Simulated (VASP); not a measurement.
# MoSe2 (P6_3/mmc) in VASP: further runs, part 2 of 2

VASP 6.6.1. The steps go on from the part before.

## (3) Vibrations by perturbation theory, PBEsol (20.85 Å³/atom)

This run uses another cell than the first one, of 20.85 Å³/atom.

INCAR

```
SYSTEM = MoSe2
  PREC = Accurate
  ENCUT = 500
  EDIFF = 1E-8
  ISMEAR = 0
  SIGMA = 0.01
  LREAL = .FALSE.
  LASPH = .TRUE.
  NELM = 120
  ALGO = Normal
  ISIF = 2
  LWAVE = .FALSE.
  LCHARG = .FALSE.
  GGA = PS
  NBANDS = 35
  IBRION = 8
  NSW = 1
  GGA_COMPAT = .FALSE.
```

KPOINTS

```
Automatic mesh
0
G
  6 6 2
  0 0 0
```

POSCAR

```
MoSe2
1.0
    3.3017720910      0.0000000000      0.0000000000
   -1.6508860455      2.8594185083      0.0000000000
    0.0000000000      0.0000000000     13.2510751369
Mo Se
2 4
Direct
    0.3333333333      0.6666666667      0.2500000000
    0.6666666667      0.3333333333      0.7500000000
    0.3333333333      0.6666666667      0.6252043250
    0.6666666667      0.3333333333      0.1252043250
    0.3333333333      0.6666666667      0.8747956750
    0.6666666667      0.3333333333      0.3747956750
```

Potentials or basis: VASP PAW PBE potentials, release 64 (Mo_sv, Se).

Launch:

```bash
$ cat potpaw_PBE.64/Mo_sv/POTCAR potpaw_PBE.64/Se/POTCAR > POTCAR
$ mpirun -np 1 vasp_std > vasp.out
```

OUTCAR:

```text
SYSTEM = MoSe2
   PREC = Accurate
   ENCUT = 500
   EDIFF = 1E-8
   ISMEAR = 0
   LREAL = .FALSE.
   LASPH = .TRUE.
   NELM = 120
   ISIF = 2
   GGA = PS
   IBRION = 8
   NSW = 1

 ion  position               nearest neighbor table
   1  0.333  0.667  0.250-   4 2.52   6 2.52   4 2.52   6 2.52   4 2.52   6 2.52
   2  0.667  0.333  0.750-   3 2.52   5 2.52   3 2.52   5 2.52   3 2.52   5 2.52
   3  0.333  0.667  0.625-   2 2.52   2 2.52   2 2.52
   4  0.667  0.333  0.125-   1 2.52   1 2.52   1 2.52
   5  0.333  0.667  0.875-   2 2.52   2 2.52   2 2.52
   6  0.667  0.333  0.375-   1 2.52   1 2.52   1 2.52

  LATTYP: Found a hexagonal cell.
 ALAT       =     3.3017720910
 C/A-ratio  =     4.0133221712

  Lattice vectors:

 A1 = (   3.3017720910,   0.0000000000,   0.0000000000)
 A2 = (  -1.6508860455,   2.8594185083,   0.0000000000)
 A3 = (   0.0000000000,   0.0000000000,  13.2510751369)

Analysis of symmetry for initial positions (statically):
=====================================================================
 Subroutine PRICEL returns:
[... 786 lines left out ...]
  2Y     0.000000    0.043329    0.000000    0.000000  -17.647255    0.000000   -0.000000    8.777446   -0.000000    0.000000    0.024517   -0.000000   -0.000000    8.777446    0.000000    0.000000    0.024517    0.000000
  2Z     0.000000   -0.000000    0.220788    0.000000    0.000000  -26.845525    0.000000    0.000000   13.398380    0.000000   -0.000000   -0.086011    0.000000    0.000000   13.398380    0.000000   -0.000000   -0.086011
  3X     0.023614    0.000000    0.000000    8.767937    0.000000    0.000000   -8.446251    0.000000    0.000000   -0.012475    0.000000    0.000000   -0.372472    0.000000   -0.000000    0.039647    0.000000    0.000000
  3Y     0.000000    0.023614    0.000000    0.000000    8.767937   -0.000000    0.000000   -8.446251    0.000000    0.000000   -0.012475    0.000000    0.000000   -0.372472    0.000000    0.000000    0.039647    0.000000
  3Z    -0.000000   -0.000000   -0.032572   -0.000000    0.000000   13.348402    0.000000    0.000000  -15.182414    0.000000    0.000000    0.067682    0.000000    0.000000    1.707190    0.000000    0.000000    0.091712
  4X     8.767937    0.000000    0.000000    0.023614    0.000000   -0.000000   -0.012475    0.000000    0.000000   -8.446251    0.000000    0.000000    0.039647    0.000000    0.000000   -0.372472    0.000000    0.000000
  4Y     0.000000    8.767937   -0.000000    0.000000    0.023614    0.000000    0.000000   -0.012475   -0.000000    0.000000   -8.446251    0.000000    0.000000    0.039647    0.000000   -0.000000   -0.372472    0.000000
  4Z     0.000000    0.000000   13.348402    0.000000    0.000000   -0.032572    0.000000    0.000000    0.067682    0.000000    0.000000  -15.182414    0.000000    0.000000    0.091712    0.000000    0.000000    1.707190
  5X     0.023614    0.000000   -0.000000    8.767937    0.000000    0.000000   -0.372472    0.000000    0.000000    0.039647    0.000000    0.000000   -8.446251    0.000000    0.000000   -0.012475    0.000000    0.000000
  5Y     0.000000    0.023614    0.000000    0.000000    8.767937   -0.000000   -0.000000   -0.372472    0.000000    0.000000    0.039647    0.000000    0.000000   -8.446251    0.000000    0.000000   -0.012475   -0.000000
  5Z     0.000000    0.000000   -0.032572    0.000000    0.000000   13.348402    0.000000    0.000000    1.707190    0.000000    0.000000    0.091712    0.000000    0.000000  -15.182414    0.000000    0.000000    0.067682
  6X     8.767937    0.000000    0.000000    0.023614    0.000000    0.000000    0.039647    0.000000    0.000000   -0.372472    0.000000   -0.000000   -0.012475    0.000000    0.000000   -8.446251    0.000000    0.000000
  6Y     0.000000    8.767937   -0.000000    0.000000    0.023614    0.000000    0.000000    0.039647    0.000000    0.000000   -0.372472    0.000000    0.000000   -0.012475    0.000000    0.000000   -8.446251    0.000000
  6Z    -0.000000    0.000000   13.348402   -0.000000   -0.000000   -0.032572    0.000000    0.000000    0.091712    0.000000    0.000000    1.707190    0.000000    0.000000    0.067682    0.000000    0.000000  -15.182414

 Eigenvectors and eigenvalues of the dynamical matrix
 ----------------------------------------------------

   1 f  =   10.515209 THz    66.069004 2PiTHz  350.749604 cm-1    43.487389 meV
             X         Y         Z           dx          dy          dz
     -0.000000  1.906279  3.312769    -0.000000   -0.000000   -0.557491
      1.650886  0.953140  9.938306    -0.000000    0.000000    0.557491
     -0.000000  1.906279  8.284629     0.000000   -0.000000   -0.307575
      1.650886  0.953140  1.659092     0.000000    0.000000    0.307575
     -0.000000  1.906279 11.591983    -0.000000   -0.000000   -0.307575
      1.650886  0.953140  4.966446     0.000000    0.000000    0.307575
[... 145 lines left out ...]
  18 f/i=    0.002435 THz     0.015302 2PiTHz    0.081236 cm-1     0.010072 meV
             X         Y         Z           dx          dy          dz
     -0.000000  1.906279  3.312769     0.415073   -0.128599   -0.000000
      1.650886  0.953140  9.938306     0.415073   -0.128599   -0.000000
     -0.000000  1.906279  8.284629     0.376778   -0.116734   -0.000000
      1.650886  0.953140  1.659092     0.376778   -0.116734   -0.000000
     -0.000000  1.906279 11.591983     0.376778   -0.116734   -0.000000
      1.650886  0.953140  4.966446     0.376778   -0.116734   -0.000000

--------------------------------------------------------------------------------------------------------

 ELASTIC MODULI CONTR FROM IONIC RELAXATION (kBar)
 Direction    XX          YY          ZZ          XY          YZ          ZX
 --------------------------------------------------------------------------------
 XX        -355.6993   -213.4033   -801.9286     -0.0000     -0.0000      0.0000
 YY        -213.4033   -355.6993   -801.9286      0.0000      0.0000     -0.0000
 ZZ        -801.9286   -801.9286  -2260.0122     -0.0000      0.0000      0.0000
 XY          -0.0000      0.0000     -0.0000    -71.1480      0.0000     -0.0000
 YZ          -0.0000      0.0000      0.0000      0.0000  -1112.7989     -0.0000
 ZX           0.0000     -0.0000      0.0000     -0.0000     -0.0000   -941.1242
 --------------------------------------------------------------------------------
```

stdout:

```text
POSCAR found type information on POSCAR MoSe
 POSCAR found :  2 types and       6 ions
 scaLAPACK will be used
 -----------------------------------------------------------------------------
|                                                                             |
|                                                                             |
|     You enforced a specific xc type in the INCAR file but a different       |
|     I HOPE YOU KNOW WHAT YOU ARE DOING!                                     |
|                                                                             |
 -----------------------------------------------------------------------------

 LDA part: xc-table for (Slater+PW92), standard interpolation
 POSCAR, INCAR and KPOINTS ok, starting setup
 FFT: planning ... GRIDC
 FFT: planning ... GRID_SOFT
 FFT: planning ... GRID
 WAVECAR not read
 entering main loop
 Linear response reoptimize wavefunctions to high precision
 Linear response DOF=           4
 Linear response progress:
 first order change of Fermi-energy  -0.12227E-02
 force on displaced ion       1 direction 1 : -17.647   0.003   0.000
 Linear response progress:
 first order change of Fermi-energy  -0.19736E+00
 force on displaced ion       1 direction 3 :   0.000   0.000 -26.846
 Linear response progress:
 first order change of Fermi-energy  -0.16656E-01
 force on displaced ion       3 direction 1 :  -8.446  -0.000  -0.001
 Linear response progress:
 first order change of Fermi-energy   0.92398E+00
 force on displaced ion       3 direction 3 :  -0.000  -0.000 -15.182
 Linear response finished
```

Wall time 8 min (1 thread of Intel Xeon 6975P-C (Granite Rapids), shared host); peak memory 0.49 GiB.

Results:

```
Highest phonon frequency at Γ, LO-TO splitting left out : 351 cm⁻¹
```

Phonon frequencies in cm⁻¹ (negative: imaginary):
```csv
q point,frequencies
"(0.000, 0.000, 0.000)",0 0 0 20 20 25 166 166 167 167 241 241 283 283 283 283 348 351
```

Caveat: the k points lie up to 0.37 Å⁻¹ apart; the cell stands under pressure or tension, which shifts response properties; the PAW data sets were made with another functional, which shifts forces and pressure a little; this functional lacks dispersion, which binds the layers, so the pressure and a relaxed spacing across them are unreliable.
